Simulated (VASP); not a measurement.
# ZrB3 (P6/mmm) in VASP: a series of runs

Runs on ZrB3. Level: PBE. Tasks: single point, relaxation of cell and atoms.

Program: VASP 6.6.1. These are calculated values, not measurements. Logs are shortened: lines on timing, memory, paths and dates and some standing lists are left out, and cuts for length are marked.

## Step 1: The cell of the first run

It takes space group P6/mmm (No. 191, hexagonal). Conventional cell: a = 4.034 Å, b = 4.034 Å, c = 4.659 Å, α = 90.00°, β = 90.00°, γ = 120.00°. Zr (site symmetry 6/mmm) has 8 B at 2.33 Å within 3.1 Å. Within 3.1 Å of B (site symmetry 6/mmm) lie 2 Zr at 2.33 Å. B (site symmetry -6m2) has 3 B at 2.33 Å and 3 Zr at 2.33 Å within 3.1 Å.

## Step 2: Single point, PBE

The input, INCAR:

```
SYSTEM = ZrB3
ALGO = Normal
EDIFF = 1E-6
ENCUT = 500
GGA = PE
GGA_COMPAT = .FALSE.
ISIF = 2
ISMEAR = 0
LASPH = .TRUE.
LCHARG = .TRUE.
LELF = .TRUE.
LREAL = .FALSE.
LVHAR = .TRUE.
LWAVE = .FALSE.
NBANDS = 18
NELM = 120
PREC = Accurate
SIGMA = 0.1
```

The input, KPOINTS:

```
k-points
0
G
  15 15 10
  0 0 0
```

The input, POSCAR:

```
ZrB3
1.0
    4.0337621082      0.0000000000      0.0000000000
   -2.0168810541      3.4933404585      0.0000000000
    0.0000000000      0.0000000000      4.6587158654
Zr B
1 3
Direct
    0.0000000000      0.0000000000      0.0000000000
    0.0000000000      0.0000000000      0.5000000000
    0.3333333333      0.6666666667      0.0000000000
    0.6666666667      0.3333333333      0.0000000000
```

Potentials or basis: VASP PAW PBE potentials, release 64 (Zr_sv, B).

Command:

```bash
$ cat potpaw_PBE.64/Zr_sv/POTCAR potpaw_PBE.64/B/POTCAR > POTCAR
$ mpirun -np 1 vasp_std > vasp.out
```

OUTCAR:

```text
SYSTEM = ZrB3
   EDIFF = 1E-6
   ENCUT = 500
   GGA = PE
   ISIF = 2
   ISMEAR = 0
   LASPH = .TRUE.
   LREAL = .FALSE.
   NELM = 120
   PREC = Accurate

 ion  position               nearest neighbor table
   1  0.000  0.000  0.000-   3 2.33   4 2.33   3 2.33   4 2.33   4 2.33   3 2.33   2 2.33   2 2.33

   2  0.000  0.000  0.500-   1 2.33   1 2.33
   3  0.333  0.667  0.000-   1 2.33   1 2.33   1 2.33
   4  0.667  0.333  0.000-   1 2.33   1 2.33   1 2.33

  LATTYP: Found a hexagonal cell.
 ALAT       =     4.0337621082
 C/A-ratio  =     1.1549307422

  Lattice vectors:

 A1 = (   4.0337621082,   0.0000000000,   0.0000000000)
 A2 = (  -2.0168810541,   3.4933404585,   0.0000000000)
 A3 = (   0.0000000000,   0.0000000000,   4.6587158654)

Analysis of symmetry for initial positions (statically):
=====================================================================
 Subroutine PRICEL returns:
 Original cell was already a primitive cell.

 Routine SETGRP: Setting up the symmetry group for a
 hexagonal supercell.

 Subroutine GETGRP returns: Found 24 space group operations
 (whereof 24 operations were pure point group operations)
 out of a pool of 24 trial point group operations.

The static configuration has the point symmetry D_6h.

Analysis of symmetry for dynamics (positions and initial velocities):
=====================================================================
 Subroutine PRICEL returns:
 Original cell was already a primitive cell.

 Routine SETGRP: Setting up the symmetry group for a
 hexagonal supercell.

 Subroutine GETGRP returns: Found 24 space group operations
 (whereof 24 operations were pure point group operations)
 out of a pool of 24 trial point group operations.

The dynamic configuration has the point symmetry D_6h.

 Subroutine INISYM returns: Found 24 space group operations
 (whereof 24 operations are pure point group operations),
 and found     1 'primitive' translations

----------------------------------------------------------------------------------------

                                     Primitive cell

  volume of cell :      65.6474

  direct lattice vectors                    reciprocal lattice vectors
     4.033762108  0.000000000  0.000000000     0.247907530  0.143129479  0.000000000
    -2.016881054  3.493340459  0.000000000     0.000000000  0.286258958  0.000000000
     0.000000000  0.000000000  4.658715865     0.000000000  0.000000000  0.214651425

  length of vectors
     4.033762108  4.033762108  4.658715865     0.286258958  0.286258958  0.214651425

  position of ions in fractional coordinates (direct lattice)
     0.000000000  0.000000000  0.000000000
     0.000000000  0.000000000  0.500000000
     0.333333333  0.666666667  0.000000000
     0.666666667  0.333333333  0.000000000

  ion indices of the primitive-cell ions
   primitive index   ion index
                 1           1
                 2           2
                 3           3
                 4           4

----------------------------------------------------------------------------------------

 KPOINTS: k-points

Automatic generation of k-mesh.
 Grid dimensions read from file:
 generate k-points for:   15   15   10

 Generating k-lattice:

  Cartesian coordinates                     Fractional coordinates (reciprocal lattice)
     0.016527169  0.009541965  0.000000000     0.066666667  0.000000000  0.000000000
     0.000000000  0.019083931  0.000000000     0.000000000  0.066666667  0.000000000
     0.000000000  0.000000000  0.021465143     0.000000000  0.000000000  0.100000000

  Length of vectors
     0.019083931  0.019083931  0.021465143

  Shift w.r.t. Gamma in fractional coordinates (k-lattice)
     0.000000000  0.000000000  0.000000000

 Subroutine IBZKPT returns following result:
 ===========================================

 Found    162 irreducible k-points:

 Following reciprocal coordinates:
            Coordinates               Weight
  0.000000  0.000000  0.000000      1.000000
  0.066667  0.000000  0.000000      6.000000
  0.133333 -0.000000  0.000000      6.000000
  0.200000 -0.000000  0.000000      6.000000
  0.266667 -0.000000  0.000000      6.000000
  0.333333 -0.000000  0.000000      6.000000
[... 16 lines left out ...]
  0.333333  0.200000  0.000000     12.000000
  0.400000  0.200000  0.000000      6.000000
 [... further k-points ...]
   k-points           NKPTS =    162   k-points in BZ     NKDIM =    162   number of bands    NBANDS=     18
   number of dos      NEDOS =    301   number of ions     NIONS =      4
   total plane-waves  NPLWV =  32400
   dimension x,y,z NGX =    30 NGY =   30 NGZ =   36
   dimension x,y,z NGXF=    60 NGYF=   60 NGZF=   72
   ions per type =               1   3
   NGX,Y,Z   is equivalent  to a cutoff of  12.36, 12.36, 12.85 a.u.
   NGXF,Y,Z  is equivalent  to a cutoff of  24.73, 24.73, 25.69 a.u.
 SYSTEM =  ZrB3
   PREC   = accura    normal or accurate (medium, high low for compatibility)
   ISTART =      0    job   : 0-new  1-cont  2-samecut
   ICHARG =      2    charge: 1-file 2-atom 10-const
   ISPIN  =      1    spin polarized calculation?
   LNONCOLLINEAR =      F non collinear calculations
   LSORBIT =      F    spin-orbit coupling
   LASPH  =      T    aspherical Exc in radial PAW
   ENCUT  =  500.0 eV  36.75 Ry    6.06 a.u.   7.35  7.35  8.49*2*pi/ulx,y,z
   NELM   =    120;   NELMIN=  2; NELMDL= -5     # of ELM steps
   EDIFF  = 0.1E-05   stopping-criterion for ELM
   LREAL  =      F    real-space projection
   EDIFFG = 0.1E-04   stopping-criterion for IOM
   NSW    =      0    number of steps for IOM
   IBRION =     -1    ionic relax: 0-MD 1-quasi-New 2-CG
   NFREE  =      0    steps in history (QN), initial steepest desc. (CG)
   ISIF   =      2    stress and relaxation
   ISYM   =      2    0-nonsym 1-usesym 2-fastsym
   POTIM  = 0.5000    time-step for ionic-motion
   TEBEG  =    0.0;   TEEND  =   0.0 temperature during run
   PSTRESS=    0.0 pullay stress
   NELECT =      21.0000    total number of electrons
   NUPDOWN=      -1.0000    fix difference up-down
   EMIN   =  10.00;   EMAX   =-10.00  energy-range for DOS
   EFERMI =   0.00;   METHOD = LEGACY
   ISMEAR =     0;   SIGMA  =   0.10  broadening in eV -4-tet -1-fermi 0-gaus
   EFERMI_NEDOS =   21; number of points for ismear=-14 and -15
   IALGO  =     38    algorithm
   IMIX   =      4    mixing-type and parameters
     AMIX     =   0.40;   BMIX     =  1.00
     AMIX_MAG =   1.60;   BMIX_MAG =  1.00
  volume/ion in A,a.u.               =      16.41       110.75
  Fermi-wavevector in a.u.,A,eV,Ry     =   1.119632  2.115798 17.055946  1.253577
  Thomas-Fermi vector in A             =   2.256273
   LORBIT       =      0    0 simple, 1 ext, 2 COOP (PROOUT), +10 PAW based schemes
   GGA     = PE    functional components
   LHFCALC =     F    Hartree Fock is set to
   AEXX    =    0.0000 exact exchange contribution
   IVDW    =     0    specifies the selected vdW correction
   LEPSILON=     F    determine dielectric tensor
   LRPA    =     F    only Hartree local field effects (RPA)
 non-spin polarized calculation
 Gauss-broadening in eV      SIGMA  =   0.10
  energy-cutoff  :      500.00
  volume of cell :       65.65
 maximum number of plane-waves:      1696
 NGX is ok and might be reduce to    30
   NGX = 15   NGY = 15   NGZ = 17

 number of electron      21.0000000 magnetization

 Free energy of the ion-electron system (eV)
  ---------------------------------------------------
  ext. energy  EPLUGINS =         0.00000000
  ---------------------------------------------------
  free energy    TOTEN  =       -21.46007483 eV

  energy without entropy =      -21.43993650  energy(sigma->0) =      -21.45000566

 E-fermi :   3.8458     XC(G=0):  -9.5658

 val. band max:        3.8362184077   @ k =   0.2000   0.2000   0.2000
 cond. band min:       3.8459851597   @ k =   0.4000   0.1333   0.2000
 fundamental gap:      0.0097667521
 Fermi energy:         3.8458341188

 k-point     1 :       0.0000    0.0000    0.0000
  band No.  band energies     occupation
      1     -44.0974      2.00000
      2     -22.4018      2.00000
      3     -22.4018      2.00000
      4     -22.1501      2.00000
      5      -5.8973      2.00000
      6      -2.0729      2.00000
[... 10 lines left out ...]
     17       8.7307      0.00000
     18       8.7307      0.00000

 k-point     2 :       0.0667    0.0000    0.0000
  band No.  band energies     occupation
      1     -44.0971      2.00000
      2     -22.4086      2.00000
      3     -22.4038      2.00000
      4     -22.1494      2.00000
      5      -5.8344      2.00000
      6      -2.0547      2.00000
[... 10 lines left out ...]
     17       8.4025      0.00000
     18       8.5921      0.00000

 k-point     3 :       0.1333   -0.0000    0.0000
  band No.  band energies     occupation
      1     -44.0962      2.00000
      2     -22.4276      2.00000
      3     -22.4094      2.00000
      4     -22.1476      2.00000
      5      -5.6492      2.00000
      6      -2.0032      2.00000
[... 10 lines left out ...]
     17       7.7068      0.00000
     18       8.2052      0.00000

 k-point     4 :       0.2000   -0.0000    0.0000
  band No.  band energies     occupation
      1     -44.0950      2.00000
      2     -22.4555      2.00000
      3     -22.4176      2.00000
      4     -22.1448      2.00000
      5      -5.3525      2.00000
      6      -1.9276      2.00000
[... 375 lines left out ...]
      4     -22.1356      2.00000
      5      -3.9004      2.00000
      6      -2.2729      2.00000
[... 10 lines left out ...]
     17       8.1534      0.00000
     18       9.1521      0.00000

 k-point    23 :       0.3333    0.2000    0.0000
  band No.  band energies     occupation
      1     -44.0904      2.00000
      2     -22.5360      2.00000
      3     -22.4753      2.00000
      4     -22.1341      2.00000
      5      -3.4121      2.00000
      6      -2.5499      2.00000
[... 10 lines left out ...]
     17       9.0906      0.00000
     18       9.5422      0.00000

 k-point    24 :       0.4000    0.2000    0.0000
  band No.  band energies     occupation
      1     -44.0901      2.00000
      2     -22.5392      2.00000
      3     -22.4790      2.00000
      4     -22.1336      2.00000
      5      -3.0583      2.00000
      6      -2.8155      2.00000
[... 10 lines left out ...]
     17       9.6584      0.00000
     18       9.7032      0.00000

 [... further k-points ...]

------------------------ aborting loop because EDIFF is reached ----------------------------------------

  FORCE on cell =-STRESS in cart. coord.  units (eV):
  Direction    XX          YY          ZZ          XY          YZ          ZX
  --------------------------------------------------------------------------------------
  -------------------------------------------------------------------------------------
  Total        0.0162353      0.0162353      0.0229309      0.0000000      0.0000000      0.0000000
  in kB        0.3962353      0.3962353      0.5596460      0.0000000      0.0000000      0.0000000
  external PRESSURE =       0.4507055 kB  Pullay stress =       0.0000000 kB

 VOLUME and BASIS-vectors are now :
 -----------------------------------------------------------------------------
  energy-cutoff  :      500.00
  volume of cell :       65.65
      direct lattice vectors                 reciprocal lattice vectors
     4.033762108  0.000000000  0.000000000     0.247907530  0.143129479  0.000000000
    -2.016881054  3.493340459  0.000000000     0.000000000  0.286258958  0.000000000
     0.000000000  0.000000000  4.658715865     0.000000000  0.000000000  0.214651425

 POSITION                                       TOTAL-FORCE (eV/Angst)
 -----------------------------------------------------------------------------------
      0.00000      0.00000      0.00000         0.000000      0.000000      0.000000
      0.00000      0.00000      2.32936         0.000000      0.000000      0.000000
     -0.00000      2.32889      0.00000         0.000000     -0.000000      0.000000
      2.01688      1.16445      0.00000        -0.000000      0.000000      0.000000
 -----------------------------------------------------------------------------------
    total drift:                                0.000000     -0.000000      0.000000

  FREE ENERGIE OF THE ION-ELECTRON SYSTEM (eV)
  ---------------------------------------------------
  free  energy   TOTEN  =       -21.4600748311 eV

  energy  without entropy=      -21.4399364982  energy(sigma->0) =      -21.45000566
```

Run time: 80 s. Hardware: 1 thread of Intel Xeon 6975P-C (Granite Rapids), shared host; peak memory 0.3 GiB.

What came out:

```yaml
Free_energy: -21.4601 eV
Pressure: 0.0 GPa
```

## Step 3: Relaxation of cell and atoms, PBE

This run uses another cell than the first one, of 16.27 Å³/atom, 0.991 times its volume.

The input, INCAR:

```
ALGO     = Normal         # electronic algorithm
EDIFF    = 1E-7           # SCF threshold, eV
EDIFFG   = -0.01          # ionic threshold
ENCUT    = 500            # plane-wave cutoff, eV
GGA      = PE             # functional
GGA_COMPAT= F            
IBRION   = 2              # ionic algorithm
ISIF     = 3              # what is computed and relaxed
ISMEAR   = 0              # smearing method
LASPH    = T              # aspherical terms in the spheres
LCHARG   = F              # write CHGCAR
LREAL    = F              # projectors in reciprocal space
LWAVE    = F              # write WAVECAR
NELM     = 120            # most SCF steps
NELMIN   = 4            
NSW      = 100            # ionic steps
PREC     = Accurate       # precision mode
SIGMA    = 0.1            # smearing width, eV
```

The input, KPOINTS:

```
k-points
0
Gamma
  15 15 10
```

The input, POSCAR:

```
ZrB3
1.0
    4.0147719177      0.0000000000      0.0000000000
   -2.0073859589      3.4768944711      0.0000000000
    0.0000000000      0.0000000000      4.6628140912
Zr B
1 3
Direct
    0.0000000000      0.0000000000      0.0000000000
    0.0000000000      0.0000000000      0.5000000000
    0.3333333333      0.6666666667      0.0000000000
    0.6666666667      0.3333333333      0.0000000000
```

Potentials or basis: VASP PAW PBE potentials, release 64 (Zr_sv, B).

Command:

```bash
$ cat potpaw_PBE.64/Zr_sv/POTCAR potpaw_PBE.64/B/POTCAR > POTCAR
$ mpirun -np 1 vasp_std > vasp.out
```

OUTCAR:

```text
EDIFF = 1E-7
   EDIFFG = -0.01
   ENCUT = 500
   GGA = PE
   IBRION = 2
   ISIF = 3
   ISMEAR = 0
   LASPH = T
   LREAL = F
   NELM = 120
   NELMIN = 4
   NSW = 100
   PREC = Accurate

 ion  position               nearest neighbor table
   1  0.000  0.000  0.000-   3 2.32   4 2.32   4 2.32   3 2.32   4 2.32   3 2.32   2 2.33   2 2.33

   2  0.000  0.000  0.500-   1 2.33   1 2.33
   3  0.333  0.667  0.000-   1 2.32   1 2.32   1 2.32
   4  0.667  0.333  0.000-   1 2.32   1 2.32   1 2.32

  LATTYP: Found a hexagonal cell.
 ALAT       =     4.0147719177
 C/A-ratio  =     1.1614144432

  Lattice vectors:

 A1 = (   4.0147719177,   0.0000000000,   0.0000000000)
 A2 = (  -2.0073859589,   3.4768944711,   0.0000000000)
 A3 = (   0.0000000000,   0.0000000000,   4.6628140912)

[... 277 lines left out ...]
      3     -22.4126      2.00000
      4     -22.1606      2.00000
      5      -5.9021      2.00000
      6      -2.0797      2.00000
      7      -0.5019      2.00000
      8      -0.5019      2.00000
      9       1.8555      2.00000
     10       3.0765      2.00000
     11       5.5953      0.00000
     12       5.5953      0.00000
     13       6.0938      0.00000
     14       6.0938      0.00000
[... 377 lines left out ...]
      1     -44.1018      2.00000
      2     -22.5496      2.00000
      3     -22.4896      2.00000
      4     -22.1441      2.00000
      5      -3.0640      2.00000
      6      -2.8220      2.00000
      7      -1.7799      2.00000
      8       0.4624      2.00000
      9       2.2024      2.00000
     10       3.5239      1.99999
     11       4.0234      0.00875
     12       4.1173      0.00008
     13       4.7655      0.00000
     14       5.2709      0.00000

 [... further k-points ...]

------------------------ aborting loop because EDIFF is reached ----------------------------------------

  FORCE on cell =-STRESS in cart. coord.  units (eV):
  Direction    XX          YY          ZZ          XY          YZ          ZX
  --------------------------------------------------------------------------------------
  -------------------------------------------------------------------------------------
  Total        0.0004412      0.0004412     -0.0388779     -0.0000000      0.0000000      0.0000000
  in kB        0.0107562      0.0107562     -0.9477181     -0.0000000      0.0000000      0.0000000
  external PRESSURE =      -0.3087352 kB  Pullay stress =       0.0000000 kB
[... 19 lines left out ...]
  FREE ENERGIE OF THE ION-ELECTRON SYSTEM (eV)
  ---------------------------------------------------
  free  energy   TOTEN  =       -21.4599367745 eV

  energy  without entropy=      -21.4398136623  energy(sigma->0) =      -21.44987522

 reached required accuracy - stopping structural energy minimisation
```

OSZICAR:

```text
N       E                     dE             d eps       ncg     rms          rms(c)
DAV:   1     0.127082607682E+03    0.12708E+03   -0.98837E+03  4536   0.130E+03
DAV:   2    -0.138598457634E+02   -0.14094E+03   -0.13856E+03  5760   0.306E+02
DAV:   3    -0.220778440372E+02   -0.82180E+01   -0.80705E+01  8536   0.624E+01
[... 29 lines left out ...]
DAV:   4    -0.214599253780E+02    0.15498E-04   -0.10046E-04  7222   0.555E-02    0.166E-02
DAV:   5    -0.214599305881E+02   -0.52100E-05   -0.17004E-05  6996   0.245E-02    0.128E-02
DAV:   6    -0.214599363027E+02   -0.57147E-05   -0.72584E-06  7244   0.166E-02    0.262E-03
DAV:   7    -0.214599367352E+02   -0.43246E-06   -0.26014E-07  4906   0.415E-03    0.769E-04
DAV:   8    -0.214599367745E+02   -0.39257E-07   -0.23704E-08  2622   0.132E-03
   3 F= -.21459937E+02 E0= -.21449875E+02  d E =-.236266E-02
```

It took 2.6 min on 1 thread of Intel Xeon 6975P-C (Granite Rapids), shared host; peak memory 0.28 GiB.

Results:

| Item | Value |
| --- | --- |
| Free energy | -21.4599 eV |
| Relaxed volume | 16.43 Å³/atom |
| Relaxed cell | a = 4.034 Å, b = 4.034 Å, c = 4.663 Å, α = 90.00°, β = 90.00°, γ = 120.00° |
| Space group after relaxing (to 0.05 Å) | P6/mmm (No. 191) |
| Energy gained by relaxing | 0.6 meV/atom |
| Ionic steps | 3 |
| Pressure after relaxing | 0.0 GPa |

Stress tensor (GPa, compression positive):
```
 0.00  0.00  0.00
 0.00  0.00  0.00
 0.00  0.00 -0.09
```

Step by step:
| step | energy change (eV) | largest force (eV/Å) | pressure (GPa) | volume (Å³) |
| --- | --- | --- | --- | --- |
| 1 | 0.0000 | 0.0000 | 0.79 | 65.09 |
| 2 | -0.0023 | 0.0000 | -0.19 | 65.85 |
| 3 | -0.0024 | 0.0000 | -0.03 | 65.73 |

Final structure:
```xyz
4
Lattice="4.0344 0.0000 0.0000 -2.0172 3.4939 0.0000 0.0000 0.0000 4.6627" Properties=species:S:1:pos:R:3 pbc="T T T"
Zr    0.0000    0.0000    4.6627
B     0.0000    0.0000    2.3314
B     0.0000    2.3293    0.0000
B     2.0172    1.1646    4.6627
```
